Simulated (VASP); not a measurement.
# Os (P6_3/mmc) in VASP: a series of runs

Runs on Os. Level: PBE. Tasks: single point.

Everything below comes from runs of VASP 6.6.1. Logs are shortened: lines on timing, memory, paths and dates and some standing lists are left out, and cuts for length are marked.

**1. The cell of the first run**

Symmetry: P6_3/mmc, No. 194, hexagonal system. Conventional cell: a = 2.724 Å, b = 2.724 Å, c = 4.311 Å, α = 90.00°, β = 90.00°, γ = 120.00°. Os (site symmetry -6m2) has 12 Os at 2.67 to 2.72 Å within 3.5 Å.

**2. Single point, PBE (13.85 Å³/atom)**

INCAR

```
PREC = Accurate
ENCUT = 600
EDIFF = 1E-6
ISMEAR = 0
SIGMA = 0.1
LREAL = F
LASPH = T
NELM = 120
ALGO = Normal
ISIF = 2
LWAVE = F
LCHARG = F
GGA = PE
NBANDS = 15
GGA_COMPAT = F
```

KPOINTS

```
regular mesh
0
Gamma
  18 18 10
```

POSCAR

```
Os
1.0
    2.7235856598      0.0000000000      0.0000000000
   -1.3617928299      2.3586943708      0.0000000000
    0.0000000000      0.0000000000      4.3113050047
Os
2
Direct
    0.3333333333      0.6666666667      0.2500000000
    0.6666666667      0.3333333333      0.7500000000
```

Potentials or basis: VASP PAW PBE potentials, release 64 (Os).

Started as:

```bash
cat potpaw_PBE.64/Os/POTCAR > POTCAR
mpirun -np 1 vasp_std > vasp.out
```

OUTCAR:

```text
PREC = Accurate
   ENCUT = 600
   EDIFF = 1E-6
   ISMEAR = 0
   LREAL = F
   LASPH = T
   NELM = 120
   ISIF = 2
   GGA = PE

 ion  position               nearest neighbor table
   1  0.333  0.667  0.250-   2 2.67   2 2.67   2 2.67   2 2.67   2 2.67   2 2.67
   2  0.667  0.333  0.750-   1 2.67   1 2.67   1 2.67   1 2.67   1 2.67   1 2.67

  LATTYP: Found a hexagonal cell.
 ALAT       =     2.7235856598
 C/A-ratio  =     1.5829518668

  Lattice vectors:

 A1 = (   2.7235856598,   0.0000000000,   0.0000000000)
 A2 = (  -1.3617928299,   2.3586943708,   0.0000000000)
 A3 = (   0.0000000000,   0.0000000000,   4.3113050047)

Analysis of symmetry for initial positions (statically):
=====================================================================
 Subroutine PRICEL returns:
 Original cell was already a primitive cell.

 Routine SETGRP: Setting up the symmetry group for a
 hexagonal supercell.

 Subroutine GETGRP returns: Found 24 space group operations
 (whereof 12 operations were pure point group operations)
 out of a pool of 24 trial point group operations.

The static configuration has the point symmetry D_3d.
 The point group associated with its full space group is D_6h.

Analysis of symmetry for dynamics (positions and initial velocities):
=====================================================================
 Subroutine PRICEL returns:
 Original cell was already a primitive cell.

 Routine SETGRP: Setting up the symmetry group for a
 hexagonal supercell.

 Subroutine GETGRP returns: Found 24 space group operations
 (whereof 12 operations were pure point group operations)
 out of a pool of 24 trial point group operations.

The dynamic configuration has the point symmetry D_3d.
 The point group associated with its full space group is D_6h.

 Subroutine INISYM returns: Found 24 space group operations
 (whereof 12 operations are pure point group operations),
 and found     1 'primitive' translations

----------------------------------------------------------------------------------------

                                     Primitive cell

  volume of cell :      27.6963

  direct lattice vectors                    reciprocal lattice vectors
     2.723585660  0.000000000  0.000000000     0.367163043  0.211981682  0.000000000
    -1.361792830  2.358694371  0.000000000     0.000000000  0.423963364  0.000000000
     0.000000000  0.000000000  4.311305005     0.000000000  0.000000000  0.231948331

  length of vectors
     2.723585660  2.723585660  4.311305005     0.423963364  0.423963364  0.231948331

  position of ions in fractional coordinates (direct lattice)
[... 93 lines left out ...]
   EFERMI =   0.00;   METHOD = LEGACY
   ISMEAR =     0;   SIGMA  =   0.10  broadening in eV -4-tet -1-fermi 0-gaus
   EFERMI_NEDOS =   21; number of points for ismear=-14 and -15
   IALGO  =     38    algorithm
   IMIX   =      4    mixing-type and parameters
     AMIX     =   0.40;   BMIX     =  1.00
     AMIX_MAG =   1.60;   BMIX_MAG =  1.00
  volume/ion in A,a.u.               =      13.85        93.45
  Fermi-wavevector in a.u.,A,eV,Ry     =   1.363456  2.576558 25.293383  1.859011
  Thomas-Fermi vector in A             =   2.489857
   LORBIT       =      0    0 simple, 1 ext, 2 COOP (PROOUT), +10 PAW based schemes
   GGA     = PE    functional components
   LHFCALC =     F    Hartree Fock is set to
   AEXX    =    0.0000 exact exchange contribution
   IVDW    =     0    specifies the selected vdW correction
   LEPSILON=     F    determine dielectric tensor
   LRPA    =     F    only Hartree local field effects (RPA)
 non-spin polarized calculation
 Gauss-broadening in eV      SIGMA  =   0.10
  energy-cutoff  :      600.00
  volume of cell :       27.70
 maximum number of plane-waves:       954
 NGX is ok and might be reduce to    24
   NGX = 11   NGY = 11   NGZ = 17

 number of electron      16.0000001 magnetization

 Free energy of the ion-electron system (eV)
  ---------------------------------------------------
  ext. energy  EPLUGINS =         0.00000000
  ---------------------------------------------------
  free energy    TOTEN  =       -22.46609747 eV

  energy without entropy =      -22.45879042  energy(sigma->0) =      -22.46244395

 E-fermi :   9.6244     XC(G=0): -14.1167

 val. band max:        9.6163759967   @ k =   0.2222   0.0556   0.3000
 cond. band min:       9.6276729466   @ k =   0.0000   0.0000   0.0000
 fundamental gap:      0.0112969499
 Fermi energy:         9.6244442930

 k-point     1 :       0.0000    0.0000    0.0000
  band No.  band energies     occupation
      1      -1.4139      2.00000
      2       1.7291      2.00000
      3       6.5209      2.00000
      4       6.5209      2.00000
      5       6.7588      2.00000
      6       7.3717      2.00000
      7       7.3717      2.00000
      8       8.0571      2.00000
      9       8.0571      2.00000
     10       9.6277      0.96358
     11      11.3390      0.00000
     12      11.3390      0.00000
     13      18.7959      0.00000
     14      23.6614      0.00000
[... 401 lines left out ...]
      2       2.8435      2.00000
      3       3.1628      2.00000
      4       5.9650      2.00000
      5       6.0758      2.00000
      6       6.9535      2.00000
      7       7.6625      2.00000
      8      11.2345      0.00000
      9      11.6838      0.00000
     10      12.1573      0.00000
     11      13.6116      0.00000
     12      16.6785      0.00000
     13      19.1378      0.00000
     14      20.2293      0.00000
     15      21.9820      0.00000

 [... further k-points ...]

------------------------ aborting loop because EDIFF is reached ----------------------------------------

  FORCE on cell =-STRESS in cart. coord.  units (eV):
  Direction    XX          YY          ZZ          XY          YZ          ZX
  --------------------------------------------------------------------------------------
  -------------------------------------------------------------------------------------
  Total        2.3024387      2.3024387      2.2804954     -0.0000000     -0.0000000      0.0000000
  in kB      133.1917092    133.1917092    131.9223329     -0.0000000     -0.0000000      0.0000000
  external PRESSURE =     132.7685838 kB  Pullay stress =       0.0000000 kB

 VOLUME and BASIS-vectors are now :
 -----------------------------------------------------------------------------
  energy-cutoff  :      600.00
  volume of cell :       27.70
      direct lattice vectors                 reciprocal lattice vectors
     2.723585660  0.000000000  0.000000000     0.367163043  0.211981682  0.000000000
    -1.361792830  2.358694371  0.000000000     0.000000000  0.423963364  0.000000000
     0.000000000  0.000000000  4.311305005     0.000000000  0.000000000  0.231948331

 POSITION                                       TOTAL-FORCE (eV/Angst)
 -----------------------------------------------------------------------------------
     -0.00000      1.57246      1.07783         0.000000     -0.000000      0.000000
      1.36179      0.78623      3.23348        -0.000000      0.000000      0.000000
 -----------------------------------------------------------------------------------
    total drift:                               -0.000000      0.000000     -0.000000

  FREE ENERGIE OF THE ION-ELECTRON SYSTEM (eV)
  ---------------------------------------------------
  free  energy   TOTEN  =       -22.4660974749 eV

  energy  without entropy=      -22.4587904245  energy(sigma->0) =      -22.46244395
```

OSZICAR:

```text
N       E                     dE             d eps       ncg     rms          rms(c)
DAV:   1     0.116452406946E+03    0.11645E+03   -0.81581E+03  6660   0.116E+03
DAV:   2    -0.182869849265E+02   -0.13474E+03   -0.11734E+03  6772   0.344E+02
DAV:   3    -0.238097515989E+02   -0.55228E+01   -0.53272E+01  8956   0.627E+01
DAV:   4    -0.238534661137E+02   -0.43715E-01   -0.43501E-01  7339   0.576E+00
DAV:   5    -0.238537118104E+02   -0.24570E-03   -0.24564E-03  9062   0.393E-01    0.238E+01
DAV:   6    -0.227989331518E+02    0.10548E+01   -0.83379E-01  8515   0.789E+00    0.110E+01
DAV:   7    -0.224741859630E+02    0.32475E+00   -0.61363E-01  8613   0.663E+00    0.537E-01
DAV:   8    -0.224687457485E+02    0.54402E-02   -0.64082E-03  6800   0.611E-01    0.346E-01
DAV:   9    -0.224660972797E+02    0.26485E-02   -0.16797E-03  8123   0.412E-01    0.459E-02
DAV:  10    -0.224661209353E+02   -0.23656E-04   -0.66048E-05  8634   0.701E-02    0.877E-03
DAV:  11    -0.224660983929E+02    0.22542E-04   -0.42236E-06  7542   0.223E-02    0.149E-03
DAV:  12    -0.224660974749E+02    0.91795E-06   -0.82045E-08  4625   0.291E-03
   1 F= -.22466097E+02 E0= -.22462444E+02  d E =-.730705E-02
```

stdout:

```text
POSCAR found type information on POSCAR Os
 POSCAR found :  1 types and       2 ions
 scaLAPACK will be used
 LDA part: xc-table for (Slater+PW92), standard interpolation
 POSCAR, INCAR and KPOINTS ok, starting setup
 FFT: planning ... GRIDC
 FFT: planning ... GRID_SOFT
 FFT: planning ... GRID
 WAVECAR not read
 entering main loop
```

It took 88 s on 1 thread of AMD EPYC 7R43 (Zen 3), shared host; peak memory 0.2 GiB.

What came out:

```yaml
Free_energy: -22.4661 eV
Pressure: 13.3 GPa
Band_gap_on_the_k_mesh: zero (bands 8 and 9 overlap by 4.01 eV)
```

Levels at points of the mesh, in eV from the Fermi level:
```tsv
k point	band 4	band 5	band 6	band 7	band 8	band 9	band 10	band 11	band 12	band 13
(0.00, 0.00, 0.00)	-3.10	-2.87	-2.25	-2.25	-1.57	-1.57	0.00	1.71	1.71	9.17
(0.50, 0.00, 0.00)	-3.59	-2.93	-2.62	-1.92	2.09	2.65	2.76	4.49	5.80	9.44
(0.00, 0.00, 0.50)	-3.63	-3.29	-3.29	-3.29	-3.29	0.91	0.91	0.91	0.91	13.75
(0.50, 0.00, 0.50)	-5.43	-1.22	-1.22	-0.16	-0.16	2.43	2.43	3.35	3.35	9.26
```

Caveat: the cell stands under pressure; spin-orbit coupling is left out, which moves the levels of the heavy elements.

**3. Single point, PBE (14.70 Å³/atom)**

This run uses another cell than the first one, of 14.70 Å³/atom.

INCAR

```
PREC = Accurate ; ENCUT = 600
EDIFF = 1E-6 ; ISMEAR = 0
SIGMA = 0.1 ; LREAL = F
LASPH = T ; NELM = 120
ALGO = Normal ; ISIF = 2
LWAVE = F ; LCHARG = T
GGA = PE ; LELF = T
LVHAR = T ; NBANDS = 15
GGA_COMPAT = F
```

KPOINTS is that of step 2.

POSCAR

```
Os
1.0
    2.7815260847      0.0000000000      0.0000000000
   -1.3907630423      2.4088722506      0.0000000000
    0.0000000000      0.0000000000      4.3892472160
Os
2
Direct
    0.3333333333      0.6666666667      0.2500000000
    0.6666666667      0.3333333333      0.7500000000
```

Potentials or basis: VASP PAW PBE potentials, release 64 (Os).

Started as:

```bash
cat potpaw_PBE.64/Os/POTCAR > POTCAR
mpirun -np 1 vasp_std > vasp.out
```

It took 89 s on 1 thread of AMD EPYC 7R43 (Zen 3), shared host; peak memory 0.2 GiB.

Results (log left out):

* Free energy: -22.4702 eV
* Pressure: -11.1 GPa
* Band gap on the k mesh: zero (bands 8 and 9 overlap by 3.62 eV)

Stress tensor (GPa, compression positive):
```
-11.09   0.00   0.00
  0.00 -11.09   0.00
  0.00   0.00 -11.21
```

Levels at points of the mesh, in eV from the Fermi level:
```tsv
k point	band 6	band 7	band 8	band 9	band 10	band 11
(0.00, 0.00, 0.00)	-2.06	-2.06	-1.47	-1.47	0.04	1.56
(0.50, 0.00, 0.00)	-2.41	-1.76	1.85	2.37	2.49	4.09
(0.00, 0.00, 0.50)	-3.03	-3.03	-3.03	0.81	0.81	0.81
(0.50, 0.00, 0.50)	-1.13	-0.15	-0.15	2.16	2.16	3.08
```

Caveat: the cell stands under tension; spin-orbit coupling is left out, which moves the levels of the heavy elements.
